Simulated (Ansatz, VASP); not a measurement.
TaN in VASP and in Ansatz

Contents of INCAR:

```
ALGO = Normal
EDIFF = 1E-7
ENCUT = 520
GGA = PS
ISIF = 2
ISMEAR = 0
LASPH = True
LCHARG = False
LREAL = False
LWAVE = False
NBANDS = 15
NELM = 100
PREC = Accurate
SIGMA = 0.15
```

The input KPOINTS:

```
k-points
0
Gamma
  18 18 18
```

Contents of POSCAR:

```
TaN
1.0
    0.0000000000      2.1790000000      2.1790000000
    2.1790000000      0.0000000000      2.1790000000
    2.1790000000      2.1790000000      0.0000000000
Ta N
1 1
Direct
    0.5143414410      0.5143414410      0.4856585590
    0.0000000000      0.0000000000      0.0000000000
```

Input for Ansatz:

```yaml
crystal:
  lattice:
    - [0.0, 2.179, 2.179]
    - [2.179, 0.0, 2.179]
    - [2.179, 2.179, 0.0]
  atoms:
    - { symbol: Ta, position: [0.514341441, 0.514341441, 0.485658559] }
    - { symbol: "N", position: [0.0, 0.0, 0.0] }
basis:
  ecutwfc: 420
kpoints:
  mp_grid: { grid: [18, 18, 18] }
hamiltonian:
  xc: pbesol
scf:
  occupations: { method: gaussian, width: 0.15 }
output:
  forces: true
  stress: true
  eigenvalues: true
```

Change from the starting cell: all Ta atoms moved +0.062 Å, as atom 1 along Cartesian [0 0 1].

Alike in both runs: task single point; functional PBEsol; k mesh 18 × 18 × 18; occupations gaussian, width 0.15 eV; no spin polarisation.

|  | VASP | Ansatz |
| --- | --- | --- |
| version | VASP 6.6.1 | Ansatz 0.2.0 |
| potentials or method | VASP PAW PBE potentials, release 64 (Ta_pv, N), cutoff 520 eV | scalar-relativistic, plane waves, PAW |
| valence electrons in the cell | 16 | 18 |

|  | VASP | Ansatz | Ansatz less VASP |
| --- | --- | --- | --- |
| gap on the k mesh at the Fermi level (eV) | none | none | - |
| pressure (GPa) | 6.2 | 5.2 | -1.08 |
| traceless stress, the component that is largest in VASP (GPa) | 1.44 | 1.42 | -0.027 |
| rms of the force components (eV/Å) | 0.326 | 0.324 | -0.0018 |

VASP's potentials were made for PBE, not for PBEsol. Atom by atom the forces differ by 0.002 eV/Å (rms over components). A gap of «none» marks a metal or a gap that the smearing closes. The functional is the same, so the differences come from potentials, cutoffs and numerics. VASP's potentials hold 16 valence electrons a cell and Ansatz's 18, so a difference there can come from the potentials and not from the codes.

Neither program's run includes spin-orbit coupling.
